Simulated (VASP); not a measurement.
# SiC (d.b): single point with PBE+D3(BJ)

The system is SiC (d.b).

```xyz
2
Lattice="0.0000 2.1744 2.1744 2.1744 0.0000 2.1744 2.1744 2.1744 0.0000" Properties=species:S:1:pos:R:3 pbc="T T T"
Si    0.0000    0.0000    0.0000
C     1.0872    1.0872    1.0872
```

```
Program             : VASP 6.6.1
Task                : single point
Functional          : PBE
Dispersion          : D3(BJ)
Potentials or basis : VASP PAW PBE potentials, release 64 (Si, C)
Cutoff              : 600 eV
k mesh              : 10 × 10 × 10
Occupations         : gaussian, width 0.02 eV
Spin                : no spin polarisation
```

```json
{
 "Pressure": "-0.2 GPa",
 "Band gap on the k mesh": "1.35 eV, indirect (least direct gap 4.55 eV)",
 "Dispersion energy per atom": "-0.303 eV"
}
```

Levels at points of the mesh, in eV from the valence-band top:
| k point | band 1 | band 2 | band 3 | band 4 | band 5 | band 6 | band 7 | band 8 |
| --- | --- | --- | --- | --- | --- | --- | --- | --- |
| (0.00, 0.00, 0.00) | -15.45 | 0.00 | 0.00 | 0.00 | 6.31 | 7.35 | 7.35 | 7.35 |
| (0.50, 0.00, 0.00) | -11.86 | -8.57 | -1.05 | -1.05 | 5.49 | 7.25 | 7.25 | 10.09 |
| (0.50, 0.50, 0.00) | -10.41 | -7.81 | -3.20 | -3.20 | 1.35 | 4.35 | 14.11 | 14.11 |

Wall time 6.7 s on 1 thread of Intel(R) Xeon(R) 6975P-C (Granite Rapids), on a shared host, peak memory 0.16 GiB.

A k mesh can miss the band edges. Expect the measured gap to be larger: semilocal functionals such as PBE lack the derivative discontinuity.
